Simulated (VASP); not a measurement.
Write the native input for VASP 6.6.1 that does the following.

| Property | Result |
| --- | --- |
| Task | single point |
| Functional | LDA |
| Potentials or basis | VASP PAW LDA potentials, release 64 (Ba_sv, Sb_d_GW, P) |
| Cutoff | 500 eV |
| k mesh | 5 × 5 × 5 |
| Occupations | fermi-dirac, width 0.1 eV |
| Spin | no spin polarisation |
| Dipole correction | no |
| Further INCAR settings | ALGO = Normal; EDIFF = 1e-06; NBANDS = 33 |

The structure of Ba3SbP lies in POSCAR:

```
Ba3SbP
1.0
    6.1131770000      0.0000000000      0.0000000000
    0.0000000000      6.1131770000      0.0000000000
    0.0000000000      0.0000000000      6.1131770000
Ba Sb P
3 1 1
Direct
    0.5000000000      0.5000000000      0.0000000000
    0.5000000000      0.0000000000      0.5000000000
    0.0000000000      0.5000000000      0.5000000000
    0.0000000000      0.0000000000      0.0000000000
    0.5000000000      0.5000000000      0.5000000000
```

The input as run:

INCAR

```
SYSTEM = Ba3SbP
ALGO = Normal
EDIFF = 1E-6
ENCUT = 500
GGA_COMPAT = .False.
ISIF = 2
ISMEAR = -1
LASPH = .True.
LCHARG = .False.
LREAL = .False.
LWAVE = .False.
NBANDS = 33
NELM = 120
PREC = Accurate
SIGMA = 0.1
```

KPOINTS

```
k-points
0
Gamma
  5 5 5
  0 0 0
```

Potentials or basis: VASP PAW LDA potentials, release 64 (Ba_sv, Sb_d_GW, P).

Command:

```console
$ cat potpaw_LDA.64/Ba_sv/POTCAR potpaw_LDA.64/Sb_d_GW/POTCAR potpaw_LDA.64/P/POTCAR > POTCAR
$ mpirun -np 1 vasp_std > vasp.out
```

It gave:

```json
{"Pressure": "-2.0 GPa", "Band gap on the k mesh": "0.14 eV"}
```

Caveat: spin-orbit coupling is left out, which moves the levels of the heavy elements; an odd mesh through Γ misses points on the zone boundary, where band edges can lie.

It took 110 s on 1 thread of Intel(R) Xeon(R) Platinum 8488C (Sapphire Rapids), with other jobs on the host, peak memory 0.29 GiB.
